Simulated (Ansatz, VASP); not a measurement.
La3YO2 in VASP and in Ansatz

Contents of INCAR:

```
PREC = Accurate ; ENCUT = 600
EDIFF = 1E-7 ; ISMEAR = 0
SIGMA = 0.2 ; LREAL = False
LASPH = True ; NELM = 60
ALGO = Normal ; ISIF = 3
LWAVE = False ; LCHARG = False
GGA = PE ; IBRION = 2
NSW = 36 ; EDIFFG = -0.08
```

KPOINTS

```
regular mesh
0
Gamma
  3 3 3
```

POSCAR

```
La3YO2
1.0
    3.2922921000      1.9008057300      3.5257820200
   -3.2922921000      1.9008057300      3.5257820200
    0.0000000000     -3.8016114600      3.5257820200
La Y O
3 1 2
Direct
    0.0000000000      0.0000000000      0.5000000000
    0.5000000000      0.0000000000      0.0000000000
    0.0000000000      0.5000000000      0.0000000000
    0.5000000000      0.5000000000      0.5000000000
    0.7039426600      0.7039426600      0.7039426600
    0.2960573400      0.2960573400      0.2960573400
```

Input for Ansatz:

```yaml
crystal:
  lattice:
    - [3.2922921, 1.90080573, 3.52578202]
    - [-3.2922921, 1.90080573, 3.52578202]
    - [0.0, -3.80161146, 3.52578202]
  atoms:
    - { symbol: La, position: [0.0, 0.0, 0.5] }
    - { symbol: La, position: [0.5, 0.0, 0.0] }
    - { symbol: La, position: [0.0, 0.5, 0.0] }
    - { symbol: "Y", position: [0.5, 0.5, 0.5] }
    - { symbol: O, position: [0.70394266, 0.70394266, 0.70394266] }
    - { symbol: O, position: [0.29605734, 0.29605734, 0.29605734] }
basis:
  ecutwfc: 420
kpoints:
  mp_grid: { grid: [3, 3, 3] }
hamiltonian:
  xc: pbe
scf:
  occupations: { method: gaussian, width: 0.2 }
  lower_state_search: "off"
output:
  forces: true
  stress: true
  eigenvalues: true
relax:
  adjacent_minimum: "off"
  f_tol: 0.08
  max_steps: 16
  cell: { stress_tol: 0.8 }
```

Alike in both runs: task relaxation of cell and atoms; functional PBE; k mesh 3 × 3 × 3; occupations gaussian, width 0.2 eV; no spin polarisation.

|  | VASP | Ansatz |
| --- | --- | --- |
| version | VASP 6.6.1 | Ansatz 0.2.0 |
| potentials or method | VASP PAW PBE potentials, release 64 (La, Y_sv, O), cutoff 600 eV | scalar-relativistic, plane waves, PAW |
| valence electrons in the cell | 56 | 56 |

|  | VASP | Ansatz | Ansatz less VASP |
| --- | --- | --- | --- |
| gap on the k mesh at the Fermi level, each at its own relaxed structure (eV) | none | none | - |
| relaxed volume (Å³/atom) | 27.45 | 27.45 | -0.002 |
| relaxed cell length with the largest relative difference (Å) | 5.482 | 5.481 | -0.0001 |

A gap of «none» marks a metal or a gap that the smearing closes.

The k mesh is coarse, so the values compare programs but aren't converged. Neither program's run includes spin-orbit coupling. Noted on VASP's run: the volume moved by over 15 % at a fixed basis, so the end points are rough.
